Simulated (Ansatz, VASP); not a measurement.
**One calculation of Ti, two programs**

The input INCAR:

```
SYSTEM = Ti
PREC = Accurate
ENCUT = 520
EDIFF = 1E-6
ISMEAR = -1
SIGMA = 0.05
LREAL = .False.
LASPH = .True.
NELM = 60
ALGO = Normal
ISIF = 2
LWAVE = .False.
LCHARG = .False.
GGA = PE
NBANDS = 19
```

KPOINTS

```
Automatic mesh
0
Gamma
  9 9 5
  0 0 0
```

File POSCAR:

```
Ti
1.0
    2.9888202413      0.0000000000      0.0000000000
   -1.4944101206      2.5883892501      0.0000000000
    0.0000000000      0.0000000000      4.7415860099
Ti
2
Direct
    0.3333333333      0.6666666667      0.2500000000
    0.6666666667      0.3333333333      0.7500000000
```

Input for Ansatz:

```yaml
crystal:
  lattice:
    - [2.988820241269523, 0.0, 0.0]
    - [-1.4944101206347615, 2.588389250097674, 0.0]
    - [0.0, 0.0, 4.7415860098784295]
  atoms:
    - { symbol: Ti, position: [0.3333333333333333, 0.6666666666666666, 0.25] }
    - { symbol: Ti, position: [0.6666666666666666, 0.3333333333333333, 0.75] }
basis:
  ecutwfc: 450.0
kpoints:
  mp_grid:
    grid: [9, 9, 5]
hamiltonian:
  xc: pbe
  pseudopotentials:
    kind: paw
scf:
  occupations:
    method: fermi_dirac
    width: 0.05
output:
  stress: true
```

Alike in both runs: task single point; functional PBE; k mesh 9 × 9 × 5; occupations fermi-dirac, width 0.05 eV; no spin polarisation.

|  | VASP | Ansatz |
| --- | --- | --- |
| version | VASP 6.6.1 | Ansatz 0.2.0 |
| potentials or method | VASP PAW PBE potentials, release 64 (Ti_sv), cutoff 520 eV | plane waves, PAW |
| valence electrons in the cell | 24 | 24 |

|  | VASP | Ansatz | Ansatz less VASP |
| --- | --- | --- | --- |
| pressure (GPa) | -5.6 | -5.5 | +0.18 |
| traceless stress, the component that is largest in VASP (GPa) | -0.50 | -0.50 | -0.003 |

Ansatz's warnings: structure snapped to symmetry.
